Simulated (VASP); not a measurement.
Crystal: GaP (rocksalt type).

```xyz
2
Lattice="0.0000 2.3472 2.3472 2.3472 0.0000 2.3472 2.3472 2.3472 0.0000" Properties=species:S:1:pos:R:3 pbc="T T T"
Ga    0.0000    0.0000    0.0000
P     2.3472    2.3472    2.3472
```

```yaml
Program: VASP 6.6.1
Task: relaxation of cell and atoms
Functional: PBE
Potentials_or_basis: VASP PAW PBE potentials, release 64 (Ga_d, P)
Cutoff: 600 eV
k_mesh: 15 × 15 × 15
Occupations: fermi-dirac, width 0.1 eV
Spin: no spin polarisation
```

At the start: pressure 47.4 GPa; volume 12.93 Å³/atom.

Problem. Where does the relaxation end?

Solution. Over 20 steps the energy falls by 485.5 meV/atom and the volume is 17.20 Å³/atom (+33.0 %); space group Fm-3m (No. 225, to 0.05 Å).

Step by step:
| step | energy change (eV) | largest force (eV/Å) | pressure (GPa) | volume (Å³) |
| --- | --- | --- | --- | --- |
| 1 | 0.0000 | 0.0000 | 47.37 | 25.86 |
| 2 | -0.5907 | 0.0000 | -11.32 | 42.98 |
| 3 | -0.9710 | 0.0000 | -0.15 | 34.44 |
| 4 | -0.9709 | 0.0000 | 0.29 | 34.26 |
| 5 | -0.9709 | 0.0000 | 0.33 | 34.26 |
| 6 | -0.9709 | 0.0000 | 0.26 | 34.26 |
| 7 | -0.9709 | 0.0000 | 0.31 | 34.26 |
| 8 | -0.9709 | 0.0000 | 0.32 | 34.26 |
| 9 | -0.9709 | 0.0000 | 0.32 | 34.26 |
| 10 | -0.9709 | 0.0000 | 0.32 | 34.26 |
| 11 | -0.9709 | 0.0000 | 0.32 | 34.26 |
| 12 | -0.9709 | 0.0000 | 0.32 | 34.26 |
| 13 | -0.9709 | 0.0000 | 0.32 | 34.26 |
| 14 | -0.9709 | 0.0000 | 0.25 | 34.27 |
| 15 | -0.9710 | 0.0000 | 0.26 | 34.27 |
| 16 | -0.9710 | 0.0000 | 0.19 | 34.29 |
| 17 | -0.9710 | 0.0000 | 0.16 | 34.31 |
| 18 | -0.9711 | 0.0000 | 0.08 | 34.36 |
| 19 | -0.9710 | 0.0000 | -0.16 | 34.46 |
| 20 | -0.9711 | 0.0000 | -0.04 | 34.39 |

Final structure:
```
Ga P
1.0
     0.00000    2.58114    2.58114
     2.58114    0.00000    2.58114
     2.58114    2.58114    0.00000
Ga P
1 1
Direct
  0.00000 0.00000 0.00000
  0.50000 0.50000 0.50000
```

Caveat: the volume moved by over 15 % at a fixed basis, so the end points are rough.
